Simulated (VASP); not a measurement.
Runs of VASP 6.6.1 on InAs. The structure is that of space group F-43m (No. 216), or close to it. The cells are those of the table. 

| cell | gap on the mesh (eV) | pressure (GPa) |
| --- | --- | --- |
| a = 4.342, b = 4.342, c = 4.375 Å, angles 59.8, 59.8, 60.5°, 2 atoms | - | 0.8 |
| a = 4.409, b = 4.409, c = 4.309 Å, angles 60.7, 60.7, 58.5°, 2 atoms | none | 0.0 |
| a = 4.408, b = 4.408, c = 4.375 Å, angles 60.2, 60.2, 59.5°, 2 atoms | none | (a) |
| a = 4.342, b = 4.342, c = 4.309 Å, angles 60.3, 60.3, 59.5°, 2 atoms | none | 1.6 |
| a = 4.473, b = 4.473, c = 4.440 Å, angles 60.2, 60.2, 59.5°, 2 atoms | none | (b) |

Alike in all rows: task single point; level PBE; potentials or basis VASP PAW PBE potentials, release 64 (In_d, As); no spin polarisation; k mesh 16 × 16 × 16; cutoff (eV) 520; smearing gaussian 0.15 eV.

Fill in the values left out.

(a) -0.7; (b) -2.5.

Caveats: spin-orbit coupling is left out, which moves the levels of the heavy elements; semilocal functionals underestimate gaps, so a narrow gap can read as zero (at least some runs).

A k mesh can miss the band edges, and the runs leave out spin-orbit coupling on As, In.

A gap of «none» marks levels without a gap at the run's occupations.
